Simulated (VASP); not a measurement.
Crystal: AgRh.

```
Ag Rh
1.0
     2.77759    0.00000    0.00000
    -1.38879    2.40546    0.00000
     0.00000    0.00000    4.80860
Ag Rh
1 1
Direct
  0.00000 0.00000 0.50000
  0.66667 0.33333 0.00000
```

* Program: VASP 6.6.1
* Task: relaxation of cell and atoms
* Functional: BLYP
* Potentials or basis: VASP PAW PBE potentials, release 64 (Ag, Rh_pv)
* Cutoff: 600 eV
* k mesh: 11 × 11 × 6
* Occupations: fermi-dirac, width 0.05 eV
* Spin: no spin polarisation

At the start: pressure 7.2 GPa; volume 16.06 Å³/atom.

Task: How do energy, volume and symmetry change on relaxing?

Result: Over 6 steps the energy falls by 17.5 meV/atom and the volume is 16.88 Å³/atom (+5.1 %); space group P-6m2 (No. 187, to 0.1 Å) before and after.

The path:
```csv
step,energy change (eV),largest force (eV/Å),pressure (GPa),volume (Å³)
1,0.0000,0.0000,7.22,32.13
2,0.0017,0.0000,-5.88,35.61
3,-0.0348,0.0000,-0.06,33.77
4,-0.0348,0.0000,0.06,33.73
5,-0.0349,0.0000,0.06,33.75
6,-0.0350,0.0000,0.05,33.75
```

Final structure:
```
Ag Rh
1.0
     2.82159    0.00000    0.00000
    -1.41079    2.44357    0.00000
     0.00000    0.00000    4.89553
Ag Rh
1 1
Direct
  0.00000 0.00000 0.50000
  0.66667 0.33333 0.00000
```

Caveat: the PAW data sets were made with another functional, which shifts forces and pressure a little.
